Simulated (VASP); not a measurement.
# ZnSe (P4/nmm) in VASP: further runs, part 3 of 3

VASP 6.6.1. Earlier steps stand in the parts before.

**6. Single point, LDA**

This run uses another cell than the first one, of 21.82 Å³/atom, 1.047 times its volume.

INCAR

```
PREC = Accurate
ENCUT = 520
EDIFF = 1E-6
ISMEAR = 0
SIGMA = 0.05
LREAL = False
LASPH = True
NELM = 100
ALGO = Normal
ISIF = 2
LWAVE = False
LCHARG = True
LELF = True
LVHAR = True
NBANDS = 26
```

KPOINTS

```
regular mesh
0
Gamma
  8 8 6
```

POSCAR

```
ZnSe
1.0
    4.0437991417      0.0000000000      0.0000000000
    0.0000000000      4.0437991417      0.0000000000
    0.0000000000      0.0000000000      5.3369824815
Zn Se
2 2
Direct
    0.0000000000      0.0000000000      0.0000000000
    0.5000000000      0.5000000000      0.0000000000
    0.0000000000      0.5000000000      0.2608314992
    0.5000000000      0.0000000000      0.7391685008
```

Potentials or basis: VASP PAW LDA potentials, release 64 (Zn, Se).

On the command line:

```console
$ cat potpaw_LDA.64/Zn/POTCAR potpaw_LDA.64/Se/POTCAR > POTCAR
$ mpirun -np 1 vasp_std > vasp.out
```

OUTCAR:

```text
PREC = Accurate
   ENCUT = 520
   EDIFF = 1E-6
   ISMEAR = 0
   LREAL = False
   LASPH = True
   NELM = 100
   ISIF = 2

 ion  position               nearest neighbor table
   1  0.000  0.000  0.000-   3 2.45   4 2.45   3 2.45   4 2.45   2 2.86   2 2.86   2 2.86   2 2.86

   2  0.500  0.500  0.000-   3 2.45   4 2.45   4 2.45   3 2.45   1 2.86   1 2.86   1 2.86   1 2.86

   3  0.000  0.500  0.261-   1 2.45   2 2.45   1 2.45   2 2.45
   4  0.500  0.000  0.739-   1 2.45   2 2.45   2 2.45   1 2.45

  LATTYP: Found a simple tetragonal cell.
 ALAT       =     4.0437991417
 C/A-ratio  =     1.3197941575

  Lattice vectors:

 A1 = (   4.0437991417,   0.0000000000,   0.0000000000)
 A2 = (   0.0000000000,   4.0437991417,   0.0000000000)
 A3 = (   0.0000000000,   0.0000000000,   5.3369824815)

Analysis of symmetry for initial positions (statically):
=====================================================================
 Subroutine PRICEL returns:
 Original cell was already a primitive cell.

 Routine SETGRP: Setting up the symmetry group for a
 simple tetragonal supercell.

 Subroutine GETGRP returns: Found 16 space group operations
 (whereof  8 operations were pure point group operations)
 out of a pool of 16 trial point group operations.

The static configuration has the point symmetry D_2d.
 The point group associated with its full space group is D_4h.

Analysis of symmetry for dynamics (positions and initial velocities):
=====================================================================
 Subroutine PRICEL returns:
 Original cell was already a primitive cell.

 Routine SETGRP: Setting up the symmetry group for a
 simple tetragonal supercell.

 Subroutine GETGRP returns: Found 16 space group operations
 (whereof  8 operations were pure point group operations)
 out of a pool of 16 trial point group operations.

The dynamic configuration has the point symmetry D_2d.
[... 116 lines left out ...]
   NUPDOWN=      -1.0000    fix difference up-down
   EMIN   =  10.00;   EMAX   =-10.00  energy-range for DOS
   EFERMI =   0.00;   METHOD = LEGACY
   ISMEAR =     0;   SIGMA  =   0.05  broadening in eV -4-tet -1-fermi 0-gaus
   EFERMI_NEDOS =   21; number of points for ismear=-14 and -15
   IALGO  =     38    algorithm
   IMIX   =      4    mixing-type and parameters
     AMIX     =   0.40;   BMIX     =  1.00
     AMIX_MAG =   1.60;   BMIX_MAG =  1.00
  volume/ion in A,a.u.               =      21.82       147.24
  Fermi-wavevector in a.u.,A,eV,Ry     =   1.218664  2.302941 20.206587  1.485142
  Thomas-Fermi vector in A             =   2.353943
   LORBIT       =      0    0 simple, 1 ext, 2 COOP (PROOUT), +10 PAW based schemes
   GGA     = CA    functional components
   LHFCALC =     F    Hartree Fock is set to
   AEXX    =    0.0000 exact exchange contribution
   IVDW    =     0    specifies the selected vdW correction
   LEPSILON=     F    determine dielectric tensor
   LRPA    =     F    only Hartree local field effects (RPA)
 non-spin polarized calculation
 Gauss-broadening in eV      SIGMA  =   0.05
  energy-cutoff  :      520.00
  volume of cell :       87.27
 maximum number of plane-waves:      2377
   NGX = 15   NGY = 15   NGZ = 19

 number of electron      36.0000051 magnetization

 Free energy of the ion-electron system (eV)
  ---------------------------------------------------
  ext. energy  EPLUGINS =         0.00000000
  ---------------------------------------------------
  free energy    TOTEN  =       -13.97749241 eV

  energy without entropy =      -13.97749241  energy(sigma->0) =      -13.97749241

 E-fermi :   2.2651     XC(G=0):  -9.8623

 val. band max:        2.0075484879   @ k =   0.0000   0.0000   0.0000
 cond. band min:       3.2869044285   @ k =   0.0000   0.0000   0.0000
 fundamental gap:      1.2793559406
 Fermi energy:         2.2651292569

 k-point     1 :       0.0000    0.0000    0.0000
  band No.  band energies     occupation
      1     -11.8337      2.00000
      2     -10.4967      2.00000
      3      -5.4064      2.00000
      4      -5.3868      2.00000
      5      -5.3208      2.00000
      6      -5.3208      2.00000
[... 685 lines left out ...]
     25      10.6605      0.00000
     26      10.6605      0.00000

 [... further k-points ...]
[... 5 lines left out ...]
  --------------------------------------------------------------------------------------
  -------------------------------------------------------------------------------------
  Total        0.3222614      0.3222614      1.2604439      0.0000000      0.0000000      0.0000000
  in kB        5.9162154      5.9162154     23.1397774      0.0000000      0.0000000      0.0000000
  external PRESSURE =      11.6574027 kB  Pullay stress =       0.0000000 kB

 VOLUME and BASIS-vectors are now :
 -----------------------------------------------------------------------------
  energy-cutoff  :      520.00
  volume of cell :       87.27
      direct lattice vectors                 reciprocal lattice vectors
     4.043799142  0.000000000  0.000000000     0.247292203  0.000000000  0.000000000
     0.000000000  4.043799142  0.000000000     0.000000000  0.247292203  0.000000000
     0.000000000  0.000000000  5.336982481     0.000000000  0.000000000  0.187371797

 POSITION                                       TOTAL-FORCE (eV/Angst)
 -----------------------------------------------------------------------------------
      0.00000      0.00000      0.00000        -0.000000     -0.000000      0.000000
      2.02190      2.02190      0.00000        -0.000000      0.000000      0.000000
      0.00000      2.02190      1.39205         0.000000      0.000000      0.635066
      2.02190      0.00000      3.94493        -0.000000     -0.000000     -0.635066
 -----------------------------------------------------------------------------------
    total drift:                                0.000000      0.000000     -0.000000

  FREE ENERGIE OF THE ION-ELECTRON SYSTEM (eV)
  ---------------------------------------------------
  free  energy   TOTEN  =       -13.9774924143 eV

  energy  without entropy=      -13.9774924143  energy(sigma->0) =      -13.97749241
```

It took 3.4 min on 1 thread of AMD EPYC 7R13, shared host; peak memory 0.21 GiB.

What came out:

| Quantity | Value |
| --- | --- |
| Free energy | -13.9775 eV |
| Pressure | 1.2 GPa |
| Largest force | 0.635 eV/Å |
| Band gap on the k mesh | 1.28 eV, direct |

Forces on the atoms (eV/Å):
```
Zn   0.000  0.000  0.000
Zn   0.000  0.000  0.000
Se   0.000  0.000  0.635
Se   0.000  0.000 -0.635
```

Stress tensor (GPa, compression positive):
```
0.59 0.00 0.00
0.00 0.59 0.00
0.00 0.00 2.31
```

Levels at points of the mesh, in eV from the valence-band top:
| k point | band 16 | band 17 | band 18 | band 19 | band 20 | band 21 |
| --- | --- | --- | --- | --- | --- | --- |
| (0.00, 0.00, 0.00) | -0.19 | -0.19 | 0.00 | 1.28 | 1.65 | 2.28 |
| (0.50, 0.00, 0.00) | -2.10 | -1.34 | -1.34 | 3.26 | 3.26 | 5.78 |
| (0.50, 0.50, 0.00) | -2.57 | -2.31 | -2.31 | 2.83 | 2.83 | 3.35 |
| (0.00, 0.00, 0.50) | -1.62 | -0.81 | -0.81 | 1.55 | 3.25 | 4.17 |
| (0.50, 0.00, 0.50) | -1.26 | -0.76 | -0.76 | 2.19 | 2.19 | 5.61 |
| (0.50, 0.50, 0.50) | -3.26 | -3.09 | -3.09 | 5.06 | 5.06 | 5.57 |

A k mesh can miss the band edges. Expect the measured gap to be larger: semilocal functionals such as LDA lack the derivative discontinuity.
